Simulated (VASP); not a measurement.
# ZrB2: single point with PBE

ZrB2:

```xyz
6
Lattice="-2.2403 2.2403 3.5346 2.2403 -2.2403 3.5346 2.2403 2.2403 -3.5346" Properties=species:S:1:pos:R:3 pbc="T T T"
Zr    0.0000    0.0000    1.3490
Zr    0.0000    0.0000    5.7202
B     0.8684    2.2403    0.0000
B     1.3719    0.0000    3.5346
B     0.0000    1.3719    3.5346
B     2.2403    0.8684    0.0000
```

The cell was generated, and may not be a known phase.

| Property | Result |
| --- | --- |
| Program | VASP 6.6.1 |
| Task | single point |
| Functional | PBE |
| Potentials or basis | VASP PAW PBE potentials, release 64 (Zr_sv, B) |
| Cutoff | 520 eV |
| k mesh | 6 × 6 × 6 |
| Occupations | gaussian, width 0.1 eV |
| Spin | no spin polarisation |
| Dipole correction | no |
| Further INCAR settings | ALGO = Normal; EDIFF = 1e-06; NBANDS = 27 |

```json
{
 "Pressure": "-12.9 GPa",
 "Largest force": "1.184 eV/Å",
 "Band gap on the k mesh": "zero (bands 18 and 19 overlap by 0.64 eV)"
}
```

Forces in eV/Å, atoms in the order of the input:
```
Zr   0.000  0.000  1.184
Zr   0.000  0.000 -1.184
B    0.754  0.000  0.000
B   -0.754  0.000  0.000
B    0.000 -0.754  0.000
B    0.000  0.754  0.000
```

Stress tensor (GPa, compression positive):
```
-28.03   0.00   0.00
  0.00 -28.03   0.00
  0.00   0.00  17.28
```

Levels at points of the mesh, in eV from the Fermi level:
```csv
k point,band 14,band 15,band 16,band 17,band 18,band 19,band 20,band 21,band 22,band 23
"(0.00, 0.00, 0.00)",-3.49,-3.49,-3.03,-0.14,0.22,0.22,2.59,2.59,4.03,4.17
"(0.50, 0.00, 0.00)",-3.76,-3.36,-3.01,-1.20,-0.39,1.63,1.77,2.37,2.78,3.17
"(0.50, 0.50, 0.00)",-2.69,-2.00,-1.57,-1.15,-0.58,0.19,0.64,1.35,1.84,2.82
"(0.50, 0.50, 0.50)",-5.30,-1.51,-0.89,-0.89,-0.49,-0.06,-0.06,1.20,1.49,2.15
```

Wall time 74 s on 1 thread of Intel(R) Xeon(R) Platinum 8375C CPU @ 2.90GHz (Ice Lake), with other jobs on the host, peak memory 0.22 GiB.

Caveat: the stress differs along the axes, from -28 to 17 GPa; forces of over 1 eV/Å act on the atoms, so gaps and moduli don't describe the material at rest.
